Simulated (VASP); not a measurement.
# CS3 (Im-3m) in VASP: a series of runs

CS3 is run at these levels: PBE+D3(BJ); tasks: single point.

Everything below comes from runs of VASP 6.6.1. Logs are shortened: lines on timing, memory, paths and dates and some standing lists are left out, and cuts for length are marked.

## (1) The cell of the first run

The structure is cubic, space group Im-3m (No. 229). Conventional cell: a = 4.740 Å, b = 4.740 Å, c = 4.740 Å, α = 90.00°, β = 90.00°, γ = 90.00°. C (site symmetry m-3m) has 6 S at 2.37 Å within 3.1 Å. S (site symmetry 4/mmm) has 2 C at 2.37 Å and 4 S at 2.37 Å within 3.1 Å.

## (2) Single point, PBE+D3(BJ)

Input file INCAR:

```
PREC = Accurate
ENCUT = 520
EDIFF = 1E-7
ISMEAR = 0
SIGMA = 0.1
LREAL = False
LASPH = True
NELM = 80
ALGO = Normal
ISIF = 2
LWAVE = False
LCHARG = False
GGA = PE
IVDW = 12
NBANDS = 19
```

Input file KPOINTS:

```
Automatic mesh
0
Gamma
  6 6 6
```

Input file POSCAR:

```
CS3
1.0
   -2.3702059980      2.3702059980      2.3702059980
    2.3702059980     -2.3702059980      2.3702059980
    2.3702059980      2.3702059980     -2.3702059980
C S
1 3
Direct
    0.0000000000      0.0000000000      0.0000000000
    0.0000000000      0.5000000000      0.5000000000
    0.5000000000      0.0000000000      0.5000000000
    0.5000000000      0.5000000000      0.0000000000
```

Potentials or basis: VASP PAW PBE potentials, release 64 (C, S).

Run with:

```
> cat potpaw_PBE.64/C/POTCAR potpaw_PBE.64/S/POTCAR > POTCAR
> mpirun -np 1 vasp_std > vasp.out
```

OUTCAR:

```text
PREC = Accurate
   ENCUT = 520
   EDIFF = 1E-7
   ISMEAR = 0
   LREAL = False
   LASPH = True
   NELM = 80
   ISIF = 2
   GGA = PE
   IVDW = 12
 IVDW          = 12

 ion  position               nearest neighbor table
   1  0.000  0.000  0.000-   2 2.37   3 2.37   4 2.37   2 2.37   3 2.37   4 2.37
   2  0.000  0.500  0.500-   1 2.37   3 2.37   4 2.37   1 2.37   4 2.37   3 2.37
   3  0.500  0.000  0.500-   1 2.37   2 2.37   4 2.37   4 2.37   1 2.37   2 2.37
   4  0.500  0.500  0.000-   1 2.37   2 2.37   3 2.37   3 2.37   2 2.37   1 2.37

  LATTYP: Found a body centered cubic cell.
 ALAT       =     4.7404119960

  Lattice vectors:

 A1 = (  -2.3702059980,   2.3702059980,   2.3702059980)
 A2 = (   2.3702059980,  -2.3702059980,   2.3702059980)
 A3 = (   2.3702059980,   2.3702059980,  -2.3702059980)

Analysis of symmetry for initial positions (statically):
=====================================================================
 Subroutine PRICEL returns:
 Original cell was already a primitive cell.

 Routine SETGRP: Setting up the symmetry group for a
 body centered cubic supercell.

 Subroutine GETGRP returns: Found 48 space group operations
 (whereof 48 operations were pure point group operations)
 out of a pool of 48 trial point group operations.

The static configuration has the point symmetry O_h .

Analysis of symmetry for dynamics (positions and initial velocities):
=====================================================================
 Subroutine PRICEL returns:
 Original cell was already a primitive cell.

 Routine SETGRP: Setting up the symmetry group for a
 body centered cubic supercell.

 Subroutine GETGRP returns: Found 48 space group operations
 (whereof 48 operations were pure point group operations)
 out of a pool of 48 trial point group operations.

The dynamic configuration has the point symmetry O_h .

 Subroutine INISYM returns: Found 48 space group operations
 (whereof 48 operations are pure point group operations),
 and found     1 'primitive' translations

----------------------------------------------------------------------------------------

                                     Primitive cell

  volume of cell :      53.2621

  direct lattice vectors                    reciprocal lattice vectors
    -2.370205998  2.370205998  2.370205998     0.000000000  0.210952128  0.210952128
     2.370205998 -2.370205998  2.370205998     0.210952128  0.000000000  0.210952128
     2.370205998  2.370205998 -2.370205998     0.210952128  0.210952128  0.000000000

  length of vectors
     4.105317213  4.105317213  4.105317213     0.298331361  0.298331361  0.298331361

  position of ions in fractional coordinates (direct lattice)
     0.000000000  0.000000000  0.000000000
     0.000000000  0.500000000  0.500000000
     0.500000000  0.000000000  0.500000000
     0.500000000  0.500000000  0.000000000

  ion indices of the primitive-cell ions
   primitive index   ion index
                 1           1
                 2           2
                 3           3
                 4           4

----------------------------------------------------------------------------------------

 KPOINTS: Automatic mesh

Automatic generation of k-mesh.
 Grid dimensions read from file:
 generate k-points for:    6    6    6

 Generating k-lattice:

  Cartesian coordinates                     Fractional coordinates (reciprocal lattice)
     0.000000000  0.035158688  0.035158688     0.166666667  0.000000000  0.000000000
     0.035158688  0.000000000  0.035158688     0.000000000  0.166666667  0.000000000
     0.035158688  0.035158688  0.000000000     0.000000000  0.000000000  0.166666667

  Length of vectors
     0.049721893  0.049721893  0.049721893

  Shift w.r.t. Gamma in fractional coordinates (k-lattice)
     0.000000000  0.000000000  0.000000000

 Subroutine IBZKPT returns following result:
 ===========================================

 Found     16 irreducible k-points:

 Following reciprocal coordinates:
            Coordinates               Weight
  0.000000  0.000000  0.000000      1.000000
  0.166667  0.000000  0.000000     12.000000
  0.333333  0.000000  0.000000     12.000000
  0.500000  0.000000  0.000000      6.000000
  0.166667  0.166667  0.000000     24.000000
  0.333333  0.166667  0.000000     48.000000
[... 8 lines left out ...]
  0.500000  0.500000  0.333333     12.000000
  0.500000  0.500000  0.500000      1.000000
   k-points           NKPTS =     16   k-points in BZ     NKDIM =     16   number of bands    NBANDS=     19
   number of dos      NEDOS =    301   number of ions     NIONS =      4
   total plane-waves  NPLWV =  32768
   dimension x,y,z NGX =    32 NGY =   32 NGZ =   32
   dimension x,y,z NGXF=    64 NGYF=   64 NGZF=   64
   ions per type =               1   3
   NGX,Y,Z   is equivalent  to a cutoff of  12.96, 12.96, 12.96 a.u.
   NGXF,Y,Z  is equivalent  to a cutoff of  25.92, 25.92, 25.92 a.u.
 SYSTEM =  unknown system
   PREC   = accura    normal or accurate (medium, high low for compatibility)
   ISTART =      0    job   : 0-new  1-cont  2-samecut
   ICHARG =      2    charge: 1-file 2-atom 10-const
   ISPIN  =      1    spin polarized calculation?
   LNONCOLLINEAR =      F non collinear calculations
   LSORBIT =      F    spin-orbit coupling
   LASPH  =      T    aspherical Exc in radial PAW
   ENCUT  =  520.0 eV  38.22 Ry    6.18 a.u.   7.63  7.63  7.63*2*pi/ulx,y,z
   NELM   =     80;   NELMIN=  2; NELMDL= -5     # of ELM steps
   EDIFF  = 0.1E-06   stopping-criterion for ELM
   LREAL  =      F    real-space projection
   EDIFFG = 0.1E-05   stopping-criterion for IOM
   NSW    =      0    number of steps for IOM
   IBRION =     -1    ionic relax: 0-MD 1-quasi-New 2-CG
   NFREE  =      0    steps in history (QN), initial steepest desc. (CG)
   ISIF   =      2    stress and relaxation
   ISYM   =      2    0-nonsym 1-usesym 2-fastsym
   POTIM  = 0.5000    time-step for ionic-motion
   TEBEG  =    0.0;   TEEND  =   0.0 temperature during run
   PSTRESS=    0.0 pullay stress
   NELECT =      22.0000    total number of electrons
   NUPDOWN=      -1.0000    fix difference up-down
   EMIN   =  10.00;   EMAX   =-10.00  energy-range for DOS
   EFERMI =   0.00;   METHOD = LEGACY
   ISMEAR =     0;   SIGMA  =   0.10  broadening in eV -4-tet -1-fermi 0-gaus
[... 26 lines left out ...]
  ---------------------------------------------------
  ext. energy  EPLUGINS =         0.00000000
  ---------------------------------------------------
  free energy    TOTEN  =       -15.59574462 eV

  energy without entropy =      -15.58202755  energy(sigma->0) =      -15.58888609

 E-fermi :   8.4616     XC(G=0): -11.3265

 val. band max:        8.3338651958   @ k =   0.5000   0.0000   0.0000
 cond. band min:       8.4906188652   @ k =   0.3333   0.1667   0.0000
 fundamental gap:      0.1567536694
 Fermi energy:         8.4616001121

 k-point     1 :       0.0000    0.0000    0.0000
  band No.  band energies     occupation
      1      -9.9535      2.00000
      2      -2.6323      2.00000
      3      -2.6323      2.00000
      4       0.3650      2.00000
      5       1.3330      2.00000
      6       1.3330      2.00000
[... 11 lines left out ...]
     18      14.9071      0.00000
     19      14.9071      0.00000

 k-point     2 :       0.1667    0.0000    0.0000
  band No.  band energies     occupation
      1      -9.6602      2.00000
      2      -3.6222      2.00000
      3      -3.0194      2.00000
      4      -0.3541      2.00000
      5       1.1720      2.00000
      6       1.9823      2.00000
[... 11 lines left out ...]
     18      13.9205      0.00000
     19      14.6472      0.00000

 k-point     3 :       0.3333    0.0000    0.0000
  band No.  band energies     occupation
      1      -8.8117      2.00000
      2      -5.4347      2.00000
      3      -3.5874      2.00000
      4      -1.2462      2.00000
      5       0.8825      2.00000
      6       2.7283      2.00000
[... 11 lines left out ...]
     18      14.2453      0.00000
     19      15.5223      0.00000

 k-point     4 :       0.5000    0.0000    0.0000
  band No.  band energies     occupation
      1      -7.8407      2.00000
      2      -6.7916      2.00000
      3      -3.8145      2.00000
      4      -1.5718      2.00000
      5       0.7508      2.00000
      6       2.5582      2.00000
[... 11 lines left out ...]
     18      16.8700      0.00000
     19      17.1948      0.00000

 k-point     5 :       0.1667    0.1667    0.0000
  band No.  band energies     occupation
      1      -9.0869      2.00000
      2      -4.7370      2.00000
      3      -3.7802      2.00000
      4      -1.1006      2.00000
      5       1.6055      2.00000
      6       1.8761      2.00000
[... 11 lines left out ...]
     18      14.0600      0.00000
     19      14.2554      0.00000

 k-point     6 :       0.3333    0.1667    0.0000
  band No.  band energies     occupation
      1      -8.0338      2.00000
      2      -6.2464      2.00000
      3      -4.4138      2.00000
      4      -1.6522      2.00000
      5       1.4215      2.00000
      6       3.0806      2.00000
[... 11 lines left out ...]
     18      16.5857      0.00000
     19      17.7516      0.00000

 k-point     7 :       0.3333    0.3333    0.0000
  band No.  band energies     occupation
      1      -7.0090      2.00000
      2      -7.0090      2.00000
      3      -5.1634      2.00000
      4      -1.8596      2.00000
      5       2.6842      2.00000
      6       2.6842      2.00000
[... 11 lines left out ...]
     18      17.9744      0.00000
     19      17.9744      0.00000

 k-point     8 :       0.1667    0.1667    0.1667
  band No.  band energies     occupation
      1      -8.2504      2.00000
      2      -5.2473      2.00000
      3      -5.2473      2.00000
      4      -2.2925      2.00000
      5       3.1134      2.00000
      6       3.9726      2.00000
[... 80 lines left out ...]
 k-point    12 :       0.5000    0.5000    0.1667
  band No.  band energies     occupation
      1      -7.6360      2.00000
      2      -6.7454      2.00000
      3      -4.1928      2.00000
      4      -0.5087      2.00000
      5       0.1239      2.00000
      6       2.2445      2.00000
[... 11 lines left out ...]
     18      15.9856      0.00000
     19      18.6002      0.00000

 k-point    13 :      -0.3333    0.5000    0.1667
  band No.  band energies     occupation
      1      -7.6282      2.00000
      2      -6.5168      2.00000
      3      -4.4646      2.00000
      4      -0.1029      2.00000
      5       0.5425      2.00000
      6       0.7380      2.00000
[... 11 lines left out ...]
     18      16.7695      0.00000
     19      16.9562      0.00000

 k-point    14 :      -0.3333    0.3333    0.3333
  band No.  band energies     occupation
      1      -7.8683      2.00000
      2      -6.2071      2.00000
      3      -3.9468      2.00000
      4      -0.3372      2.00000
      5      -0.3372      2.00000
      6       1.0268      2.00000
[... 11 lines left out ...]
     18      16.5879      0.00000
     19      16.5879      0.00000

 k-point    15 :       0.5000    0.5000    0.3333
  band No.  band energies     occupation
      1      -7.1469      2.00000
      2      -6.7721      2.00000
      3      -4.1761      2.00000
      4      -0.5834      2.00000
      5       0.0499      2.00000
      6       0.2831      2.00000
[... 11 lines left out ...]
     18      15.0461      0.00000
     19      15.8282      0.00000

 k-point    16 :       0.5000    0.5000    0.5000
  band No.  band energies     occupation
      1      -6.8404      2.00000
      2      -6.8404      2.00000
      3      -3.8198      2.00000
      4      -0.8414      2.00000
      5      -0.8414      2.00000
      6      -0.8414      2.00000
[... 11 lines left out ...]
     18      14.7002      0.00000
     19      14.7002      0.00000

------------------------ aborting loop because EDIFF is reached ----------------------------------------

 Edisp (eV)   -1.41099

 E8    (eV) :    -0.4953

  FORCE on cell =-STRESS in cart. coord.  units (eV):
  Direction    XX          YY          ZZ          XY          YZ          ZX
  --------------------------------------------------------------------------------------
  -------------------------------------------------------------------------------------
  Total       0.00431     0.00431     0.00431     0.00000    -0.00000     0.00000
  in kB       0.12978     0.12978     0.12978     0.00000    -0.00000     0.00000
  external pressure =        0.13 kB  Pullay stress =        0.00 kB

 VOLUME and BASIS-vectors are now :
 -----------------------------------------------------------------------------
  energy-cutoff  :      520.00
  volume of cell :       53.26
      direct lattice vectors                 reciprocal lattice vectors
    -2.370205998  2.370205998  2.370205998     0.000000000  0.210952128  0.210952128
     2.370205998 -2.370205998  2.370205998     0.210952128  0.000000000  0.210952128
     2.370205998  2.370205998 -2.370205998     0.210952128  0.210952128  0.000000000

 POSITION                                       TOTAL-FORCE (eV/Angst)
 -----------------------------------------------------------------------------------
      0.00000      0.00000      0.00000        -0.000000     -0.000000     -0.000000
      2.37021      0.00000      0.00000        -0.000000     -0.000000      0.000000
      0.00000      2.37021      0.00000        -0.000000      0.000000     -0.000000
      0.00000      0.00000      2.37021         0.000000     -0.000000     -0.000000
 -----------------------------------------------------------------------------------
    total drift:                               -0.000000     -0.000000      0.000000

  FREE ENERGIE OF THE ION-ELECTRON SYSTEM (eV)
  ---------------------------------------------------
  free  energy   TOTEN  =       -17.0067345352 eV

  energy  without entropy=      -16.9930174661  energy(sigma->0) =      -16.99987600
```

Run time: 6.3 s. Hardware: 1 thread of Intel Xeon 6975P-C (Granite Rapids), shared host; peak memory 0.17 GiB.

Results:

```
Free energy                : -17.0067 eV
Pressure                   : 0.0 GPa
Band gap on the k mesh     : zero (band 11 reaches 13.17 eV, above the bottom of band 12 at 7.72 eV)
Dispersion energy per atom : -0.353 eV
```

Levels at points of the mesh, in eV from the Fermi level:
```tsv
k point	band 9	band 10	band 11	band 12	band 13	band 14
(0.00, 0.00, 0.00)	-5.12	-5.12	2.48	2.48	2.48	2.87
(0.50, 0.00, 0.00)	-2.66	-2.44	-0.87	-0.13	0.78	1.15
(0.50, 0.50, 0.50)	-3.34	-3.34	4.71	4.71	4.71	4.86
```

Caveat: pairwise dispersion overbinds metals, which lowers pressure and volume.

## (3) Single point, PBE+D3(BJ), collinear spin, ferromagnetic start

This run uses another cell than the first one, of 13.26 Å³/atom, 0.996 times its volume.

Input file INCAR:

```
PREC = Accurate ; ENCUT = 520
EDIFF = 1E-6 ; ISMEAR = 0
SIGMA = 0.1 ; LREAL = False
LASPH = True ; NELM = 150
ALGO = Normal ; ISIF = 2
LWAVE = False ; LCHARG = False
ISPIN = 2 ; MAGMOM = 1 0 0 0
LORBIT = 11 ; GGA = PE
IVDW = 12 ; NBANDS = 23
```

Input file KPOINTS:

```
Automatic mesh
0
Gamma
  4 4 4
```

Input file POSCAR:

```
CS3
1.0
   -2.3670688458      2.3670688458      2.3670688458
    2.3670688458     -2.3670688458      2.3670688458
    2.3670688458      2.3670688458     -2.3670688458
C S
1 3
Direct
    0.0000000000      0.0000000000      0.0000000000
    0.0000000000      0.5000000000      0.5000000000
    0.5000000000      0.0000000000      0.5000000000
    0.5000000000      0.5000000000      0.0000000000
```

Potentials or basis: VASP PAW PBE potentials, release 64 (C, S).

Run with:

```
> cat potpaw_PBE.64/C/POTCAR potpaw_PBE.64/S/POTCAR > POTCAR
> mpirun -np 1 vasp_std > vasp.out
```

Run time: 11 s. Hardware: 1 thread of Intel Xeon 6975P-C (Granite Rapids), shared host; peak memory 0.19 GiB.

Results (log left out):

```
Free energy                                           : -17.0594 eV
Pressure                                              : -0.4 GPa
Band gap on the k mesh                                : zero (filled and empty bands overlap)
Net moment                                            : 0.00 μB per cell
Valence electrons inside the program's atomic spheres : C 2.08; S 3.53
Dispersion energy per atom                            : -0.354 eV
```

Levels at points of the mesh, in eV from the Fermi level:
Spin up:
```
           k point  band 7  band 8  band 9  band 10  band 11  band 12  band 13  band 14  band 15  band 16
(0.00, 0.00, 0.00)   -7.31   -5.22   -5.22    -5.22     2.33     2.33     2.33     2.78     2.78     2.78
(0.50, 0.00, 0.00)   -3.97   -3.14   -2.81    -2.56    -1.00    -0.18     0.68     1.09     4.38     4.38
(0.50, 0.50, 0.50)   -5.57   -3.46   -3.46    -3.46     4.68     4.68     4.68     4.74     4.74     4.74
```
Spin down:
```tsv
k point	band 8	band 9	band 10	band 11	band 12	band 13	band 14	band 15
(0.00, 0.00, 0.00)	-5.22	-5.22	-5.22	2.33	2.33	2.33	2.78	2.78
(0.50, 0.00, 0.00)	-3.14	-2.81	-2.56	-1.00	-0.18	0.68	1.09	4.38
(0.50, 0.50, 0.50)	-3.46	-3.46	-3.46	4.68	4.68	4.68	4.74	4.74
```

Caveat: the k points lie up to 0.47 Å⁻¹ apart; pairwise dispersion overbinds metals, which lowers pressure and volume.

## (4) Single point, PBE+D3(BJ), collinear spin, ferromagnetic start

This run uses another cell than the first one, of 20.97 Å³/atom, 1.575 times its volume.

Input file INCAR:

```
SYSTEM = CS3
  PREC = Accurate
  ENCUT = 520
  EDIFF = 1E-6
  ISMEAR = 0
  SIGMA = 0.1
  LREAL = .FALSE.
  LASPH = .TRUE.
  NELM = 150
  ALGO = Normal
  ISIF = 2
  LWAVE = .FALSE.
  LCHARG = .FALSE.
  ISPIN = 2
  MAGMOM = 1 0 0 0
  LORBIT = 11
  GGA = PE
  IVDW = 12
  NBANDS = 23
```

Input file KPOINTS:

```
Automatic mesh
0
G
  4 4 4
  0 0 0
```

Input file POSCAR:

```
CS3
1.0
   -2.7578086500      2.7578086500      2.7578086500
    2.7578086500     -2.7578086500      2.7578086500
    2.7578086500      2.7578086500     -2.7578086500
C S
1 3
Direct
    0.0000000000      0.0000000000      0.0000000000
    0.0000000000      0.5000000000      0.5000000000
    0.5000000000      0.0000000000      0.5000000000
    0.5000000000      0.5000000000      0.0000000000
```

Run with:

```
> cat potpaw_PBE.64/C/POTCAR potpaw_PBE.64/S/POTCAR > POTCAR
> mpirun -np 1 vasp_std > vasp.out
```

It took 15 s on 1 thread of Intel Xeon 6975P-C (Granite Rapids), shared host; peak memory 0.23 GiB.

Results (log left out):

* Free energy: -14.7007 eV
* Pressure: -17.2 GPa
* Net moment: 0.50 μB per cell
* Site moments: C +0.38; S -0.05 μB
* Valence electrons inside the program's atomic spheres: C 1.94; S 3.44
* Dispersion energy per atom: -0.241 eV

Levels at points of the mesh, in eV from the Fermi level:
Spin up:
```
           k point  band 8  band 9  band 10  band 11  band 12  band 13
(0.00, 0.00, 0.00)   -3.07   -3.07    -3.07     1.43     1.43     1.43
(0.50, 0.00, 0.00)   -2.02   -1.86    -1.82    -0.60    -0.48    -0.17
(0.50, 0.50, 0.50)   -2.19   -2.19    -2.19     2.31     2.31     2.31
```
Spin down:
```csv
k point,band 7,band 8,band 9,band 10,band 11,band 12,band 13,band 14
"(0.00, 0.00, 0.00)",-4.36,-2.87,-2.87,-2.87,1.67,1.67,1.67,3.46
"(0.50, 0.00, 0.00)",-2.20,-2.03,-1.83,-1.75,-0.72,-0.49,0.65,0.79
"(0.50, 0.50, 0.50)",-5.47,-2.04,-2.04,-2.04,2.31,2.31,2.31,2.94
```

Caveat: the k points lie up to 0.40 Å⁻¹ apart; pairwise dispersion overbinds metals, which lowers pressure and volume.

## (5) The runs side by side

| spin | cell | k mesh | gap on the mesh (eV) | pressure (GPa) | moment (μB) |
| --- | --- | --- | --- | --- | --- |
| off | a = 4.105 Å, angles 109.5°, 4 atoms | 6 × 6 × 6 | none | 0.0 | - |
| collinear, ferromagnetic start | a = 4.100 Å, angles 109.5°, 4 atoms | 4 × 4 × 4 | none | -0.4 | 0.00 |
| collinear, ferromagnetic start | a = 4.777 Å, angles 109.5°, 4 atoms | 4 × 4 × 4 | none | -17.2 | 0.50 |

Alike in all rows: task single point; level PBE+D3(BJ); potentials or basis VASP PAW PBE potentials, release 64 (C, S); cutoff (eV) 520; smearing gaussian 0.1 eV.

Caveats: some runs use coarse meshes; pairwise dispersion overbinds metals, which lowers pressure and volume.

Total energies depend on the potentials used, so only differences within one code and one set of settings carry meaning.
